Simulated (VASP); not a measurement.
**CoO: single point with PBE**

The system is CoO.

```
Co O
1.0
    -1.50800    1.50800    2.10725
     1.50800   -1.50800    2.10725
     1.50800    1.50800   -2.10725
Co O
1 1
Direct
  0.00000 0.00000 0.00000
  0.50000 0.50000 0.00000
```

```yaml
Program: VASP 6.6.1
Task: single point
Functional: PBE
Potentials_or_basis: VASP PAW PBE potentials, release 64 (Co, O)
Cutoff: 520 eV
k_mesh: 10 × 10 × 10
Occupations: fermi-dirac, width 0.05 eV
Spin: collinear spin, ferromagnetic start
Starting_moments: "[1.5, 0.0] μB"
Fixed_moment: 1.5 μB
Dipole_correction: no
Further_INCAR_settings: ALGO = Normal; EDIFF = 1e-06; NBANDS = 18
```

```
Pressure                                              : -11.3 GPa
Net moment                                            : 1.50 μB per cell
Site moments                                          : Co +1.47; O +0.01 μB
Valence electrons inside the program's atomic spheres : Co 7.89; O 4.94
```

Stress tensor (GPa, compression positive):
```
-11.66   0.00   0.00
  0.00 -11.66   0.00
  0.00   0.00 -10.66
```

It took 87 s on 1 thread of Intel(R) Xeon(R) Platinum 8259CL CPU @ 2.50GHz (Skylake/Cascade Lake), with other jobs on the host, peak memory 0.18 GiB.

Caveat: the total moment is fixed, so each spin has its own Fermi level; a cell with one magnetic atom can't hold antiferromagnetic order, which such compounds often take.
